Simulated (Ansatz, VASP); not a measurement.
One calculation of ZnO, two programs

File INCAR:

```
SYSTEM = ZnO
PREC = Accurate ; ENCUT = 520
EDIFF = 1E-6 ; ISMEAR = 1
SIGMA = 0.001 ; LREAL = .False.
LASPH = .True. ; NELM = 60
ALGO = Normal ; ISIF = 2
LWAVE = .False. ; LCHARG = .False.
GGA = PE ; NBANDS = 16
```

File KPOINTS:

```
Automatic mesh
0
Gamma
  8 8 8
  0 0 0
```

POSCAR

```
ZnO
1.0
    0.0000000000      2.1337703828      2.1337703828
    2.1337703828      0.0000000000      2.1337703828
    2.1337703828      2.1337703828      0.0000000000
Zn O
1 1
Direct
    0.0000000000      0.0000000000      0.0000000000
    0.5000000000      0.5000000000      0.5000000000
```

Input for Ansatz:

```yaml
crystal:
  lattice:
    - [0.0, 2.1337703828, 2.1337703828]
    - [2.1337703828, 0.0, 2.1337703828]
    - [2.1337703828, 2.1337703828, 0.0]
  atoms:
    - { symbol: Zn, position: [0.0, 0.0, 0.0] }
    - { symbol: O, position: [0.5, 0.5, 0.5] }
kpoints:
  mp_grid: { grid: [8, 8, 8] }
hamiltonian:
  xc: pbe
scf:
  occupations: { method: cold, width: 0.001 }
  n_extra_bands: 4
output:
  forces: true
  stress: true
  eigenvalues: true
```

Alike in both runs: task single point; functional PBE; k mesh 8 × 8 × 8; no spin polarisation.

|  | VASP | Ansatz |
| --- | --- | --- |
| version | VASP 6.6.1 | Ansatz 0.2.0 |
| potentials or method | VASP PAW PBE potentials, release 64 (Zn, O) | plane waves |
| plane-wave cutoff (eV) | 520 | 420 |
| occupations | methfessel-paxton of order 1, width 0.001 eV | cold, width 0.001 eV |
| valence electrons in the cell | 18 | 18 |

Ansatz gave:

| Quantity | Value |
| --- | --- |
| gap on the k mesh at the Fermi level (eV) | 0.95 |
| pressure (GPa) | 7.9 |

Q: Estimate VASP's values.

A: gap on the k mesh at the Fermi level (eV): 0.92; pressure (GPa): 9.1.
